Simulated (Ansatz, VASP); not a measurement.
**SiC in VASP and in Ansatz**

```
C Si
1.0
     1.54159    0.89004    5.32123
    -1.54159    0.89004    5.32123
     0.00000   -1.78007    5.32123
C Si
2 2
Direct
  0.44919 0.44919 0.44919
  0.55081 0.55081 0.55081
  0.92547 0.92547 0.92547
  0.07453 0.07453 0.07453
```

Alike in both runs: task single point; functional r2SCAN; k mesh 10 × 10 × 10; no spin polarisation.

|  | VASP | Ansatz |
| --- | --- | --- |
| version | VASP 6.6.1 | Ansatz 0.2.0 |
| potentials or method | VASP PAW PBE potentials, release 64 (C, Si) | plane waves, PAW |
| plane-wave cutoff (eV) | 520 | 500 |
| occupations | gaussian, width 0.01 eV | fixed |
| valence electrons in the cell | 16 | 16 |

Ansatz gave:

- gap on the k mesh at the Fermi level (eV): 0.69
- pressure (GPa): 0.0
- rms of the force components (eV/Å): 0.001

Q: What did VASP give for the same quantities?

A: gap on the k mesh at the Fermi level (eV): 0.70; pressure (GPa): -0.2; rms of the force components (eV/Å): 0.014.

VASP's potentials were made for PBE, not for r2SCAN.
